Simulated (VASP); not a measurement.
# CaSe (Fm-3m) in VASP: notebook, part 2 of 2

VASP 6.6.1.

## (4) Single point, PBE (25.64 Å³/atom)

This run uses another cell than the first one, of 25.64 Å³/atom.

INCAR reads:

```
SYSTEM = CaSe
ALGO = Normal ; EDIFF = 1E-6
ENCUT = 520 ; GGA = PE
ISIF = 2 ; ISMEAR = 0
LASPH = .TRUE. ; LCHARG = .TRUE.
LELF = .TRUE. ; LREAL = .FALSE.
LVHAR = .TRUE. ; LWAVE = .FALSE.
NBANDS = 15 ; NELM = 80
PREC = Accurate ; SIGMA = 0.02
```

KPOINTS reads:

```
k-points
0
G
  8 8 8
  0 0 0
```

POSCAR reads:

```
CaSe
1.0
    0.0000000000      2.9486009707      2.9486009707
    2.9486009707      0.0000000000      2.9486009707
    2.9486009707      2.9486009707      0.0000000000
Ca Se
1 1
Direct
    0.5000000000      0.5000000000      0.5000000000
    0.0000000000      0.0000000000      0.0000000000
```

The run is started by

```bash
> cat potpaw_PBE.64/Ca_sv/POTCAR potpaw_PBE.64/Se/POTCAR > POTCAR
> mpirun -np 1 vasp_std > vasp.out
```

It took 33 s on 1 thread of Intel Xeon 8259CL, shared host; peak memory 0.18 GiB.

The run converged. Its results:

| Quantity | Value |
| --- | --- |
| Free energy | -9.4762 eV |
| Pressure | 1.8 GPa |
| Band gap on the k mesh | 2.00 eV (least direct gap 2.94 eV) |

Levels at points of the mesh, in eV from the valence-band top:
```csv
k point,band 5,band 6,band 7,band 8,band 9,band 10,band 11,band 12
"(0.00, 0.00, 0.00)",-11.83,0.00,0.00,0.00,3.39,3.70,3.70,3.70
"(0.50, 0.00, 0.00)",-11.12,-3.32,-1.22,-1.22,4.53,5.51,5.53,5.53
"(0.50, 0.50, 0.00)",-11.24,-2.54,-0.94,-0.94,2.00,5.06,5.09,6.07
```

## (5) Single point, PBE

This run uses another cell than the first one, of 26.43 Å³/atom.

INCAR reads:

```
SYSTEM = CaSe
ALGO = Normal ; EDIFF = 1E-6
ENCUT = 520 ; GGA = PE
ISIF = 2 ; ISMEAR = 0
LASPH = .True. ; LCHARG = .False.
LREAL = .False. ; LWAVE = .False.
NBANDS = 15 ; NELM = 80
PREC = Accurate ; SIGMA = 0.02
```

KPOINTS reads:

```
k-points
0
Gamma
  8 8 8
  0 0 0
```

POSCAR reads:

```
CaSe
1.0
    0.0000000000      2.9786908139      2.9786908139
    2.9786908139      0.0000000000      2.9786908139
    2.9786908139      2.9786908139      0.0000000000
Ca Se
1 1
Direct
    0.5000000000      0.5000000000      0.5000000000
    0.0000000000      0.0000000000      0.0000000000
```

The run is started by

```bash
> cat potpaw_PBE.64/Ca_sv/POTCAR potpaw_PBE.64/Se/POTCAR > POTCAR
> mpirun -np 1 vasp_std > vasp.out
```

It took 27 s on 1 thread of Intel Xeon 8259CL, shared host; peak memory 0.18 GiB.

It converged, with:

```
Free energy            : -9.4858 eV
Pressure               : 0.2 GPa
Band gap on the k mesh : 2.07 eV (least direct gap 2.99 eV)
```

Levels at points of the mesh, in eV from the valence-band top:
```csv
k point,band 5,band 6,band 7,band 8,band 9,band 10,band 11,band 12
"(0.00, 0.00, 0.00)",-11.73,0.00,0.00,0.00,3.23,3.71,3.71,3.71
"(0.50, 0.00, 0.00)",-11.07,-3.20,-1.15,-1.15,4.48,5.42,5.45,5.45
"(0.50, 0.50, 0.00)",-11.17,-2.47,-0.91,-0.91,2.07,4.96,5.00,5.94
```

A k mesh can miss the band edges.

## (6) Single point, PBE (27.22 Å³/atom)

This run uses another cell than the first one, of 27.22 Å³/atom.

INCAR reads:

```
SYSTEM = CaSe
ALGO = Normal
EDIFF = 1E-7
ENCUT = 520
GGA = PE
ISIF = 2
ISMEAR = 0
LASPH = .TRUE.
LCHARG = .TRUE.
LELF = .TRUE.
LREAL = .FALSE.
LVHAR = .TRUE.
LWAVE = .FALSE.
NBANDS = 15
NELM = 60
PREC = Accurate
SIGMA = 0.02
```

KPOINTS reads:

```
k-points
0
G
  8 8 8
  0 0 0
```

POSCAR reads:

```
CaSe
1.0
    0.0000000000      3.0081847203      3.0081847203
    3.0081847203      0.0000000000      3.0081847203
    3.0081847203      3.0081847203      0.0000000000
Ca Se
1 1
Direct
    0.5000000000      0.5000000000      0.5000000000
    0.0000000000      0.0000000000      0.0000000000
```

Potentials or basis: VASP PAW PBE potentials, release 64 (Ca_sv, Se).

The run is started by

```bash
> cat potpaw_PBE.64/Ca_sv/POTCAR potpaw_PBE.64/Se/POTCAR > POTCAR
> mpirun -np 1 vasp_std > vasp.out
```

OUTCAR:

```text
SYSTEM = CaSe
   EDIFF = 1E-7
   ENCUT = 520
   GGA = PE
   ISIF = 2
   ISMEAR = 0
   LASPH = .TRUE.
   LREAL = .FALSE.
   NELM = 60
   PREC = Accurate

 ion  position               nearest neighbor table
   1  0.500  0.500  0.500-
   2  0.000  0.000  0.000-

  LATTYP: Found a face centered cubic cell.
 ALAT       =     6.0163694406

  Lattice vectors:

 A1 = (   0.0000000000,   3.0081847203,   3.0081847203)
 A2 = (   3.0081847203,   0.0000000000,   3.0081847203)
 A3 = (   3.0081847203,   3.0081847203,   0.0000000000)
[... 606 lines left out ...]
      9       6.5151      0.00000
     10       6.7900      0.00000
     11       7.6806      0.00000
     12       7.9100      0.00000
     13       8.2485      0.00000
     14       9.1297      0.00000
     15      10.3567      0.00000

 [... further k-points ...]
[... 5 lines left out ...]
  --------------------------------------------------------------------------------------
  -------------------------------------------------------------------------------------
  Total       -0.3980988     -0.3980988     -0.3980988      0.0000000      0.0000000      0.0000000
  in kB      -11.7154231    -11.7154231    -11.7154231      0.0000000      0.0000000      0.0000000
  external PRESSURE =     -11.7154231 kB  Pullay stress =       0.0000000 kB

 VOLUME and BASIS-vectors are now :
 -----------------------------------------------------------------------------
  energy-cutoff  :      520.00
  volume of cell :       54.44
      direct lattice vectors                 reciprocal lattice vectors
     0.000000000  3.008184720  3.008184720    -0.166213197  0.166213197  0.166213197
     3.008184720  0.000000000  3.008184720     0.166213197 -0.166213197  0.166213197
     3.008184720  3.008184720  0.000000000     0.166213197  0.166213197 -0.166213197

 POSITION                                       TOTAL-FORCE (eV/Angst)
 -----------------------------------------------------------------------------------
      3.00818      3.00818      3.00818        -0.000000      0.000000      0.000000
      0.00000      0.00000      0.00000         0.000000     -0.000000     -0.000000
 -----------------------------------------------------------------------------------
    total drift:                                0.000000     -0.000000      0.000000

  FREE ENERGIE OF THE ION-ELECTRON SYSTEM (eV)
  ---------------------------------------------------
  free  energy   TOTEN  =        -9.4810130760 eV

  energy  without entropy=       -9.4810130760  energy(sigma->0) =       -9.48101308
```

OSZICAR:

```text
N       E                     dE             d eps       ncg     rms          rms(c)
DAV:   1     0.105430017438E+03    0.10543E+03   -0.76928E+03   870   0.982E+02
DAV:   2    -0.356677180784E+01   -0.10900E+03   -0.10346E+03  1101   0.252E+02
DAV:   3    -0.957481616448E+01   -0.60080E+01   -0.59745E+01  1669   0.479E+01
DAV:   4    -0.962978300936E+01   -0.54967E-01   -0.54959E-01   947   0.473E+00
DAV:   5    -0.963080391177E+01   -0.10209E-02   -0.10209E-02  1278   0.476E-01    0.427E+00
DAV:   6    -0.948194874600E+01    0.14886E+00   -0.20632E-01   996   0.235E+00    0.252E+00
DAV:   7    -0.947629589413E+01    0.56529E-02   -0.10166E-01  1148   0.198E+00    0.836E-01
DAV:   8    -0.948075106169E+01   -0.44552E-02   -0.13098E-02   905   0.853E-01    0.118E-01
DAV:   9    -0.948086272026E+01   -0.11166E-03   -0.73026E-04  1123   0.255E-01    0.515E-02
DAV:  10    -0.948099315860E+01   -0.13044E-03   -0.17839E-04   968   0.815E-02    0.156E-02
DAV:  11    -0.948101477774E+01   -0.21619E-04   -0.52690E-05  1017   0.616E-02    0.112E-02
DAV:  12    -0.948101353877E+01    0.12390E-05   -0.26067E-06  1040   0.115E-02    0.560E-03
DAV:  13    -0.948101303113E+01    0.50764E-06   -0.12691E-06  1066   0.696E-03    0.127E-03
DAV:  14    -0.948101307601E+01   -0.44880E-07   -0.28353E-08   519   0.110E-03
   1 F= -.94810131E+01 E0= -.94810131E+01  d E =-.223924E-47
```

stdout:

```text
POSCAR found type information on POSCAR CaSe
 POSCAR found :  2 types and       2 ions
 scaLAPACK will be used
 LDA part: xc-table for (Slater+PW92), standard interpolation
 POSCAR, INCAR and KPOINTS ok, starting setup
 FFT: planning ... GRIDC
 FFT: planning ... GRID_SOFT
 FFT: planning ... GRID
 WAVECAR not read
 entering main loop
```

Wall time 39 s (1 thread of Intel Xeon 8259CL, shared host); peak memory 0.18 GiB.

What came out:

```yaml
Free_energy: -9.4810 eV
Pressure: -1.2 GPa
Band_gap_on_the_k_mesh: 2.14 eV (least direct gap 3.02 eV)
```

## (7) Summary

```tsv
cell	gap on the mesh (eV)	pressure (GPa)
a = 4.082 Å, angles 60.0°, 2 atoms	1.83	5.7
a = 4.127 Å, angles 60.0°, 2 atoms	1.92	3.6
a = 4.170 Å, angles 60.0°, 2 atoms	2.00	1.8
a = 4.213 Å, angles 60.0°, 2 atoms	2.07	0.2
a = 4.254 Å, angles 60.0°, 2 atoms	2.14	-1.2
```

Alike in all rows: task single point; level PBE; potentials or basis VASP PAW PBE potentials, release 64 (Ca_sv, Se); no spin polarisation; k mesh 8 × 8 × 8; cutoff (eV) 520; smearing gaussian 0.02 eV.

Caveats: the cell stands under pressure (at least some runs).

Absolute energies hang on the potentials; compare differences alone.
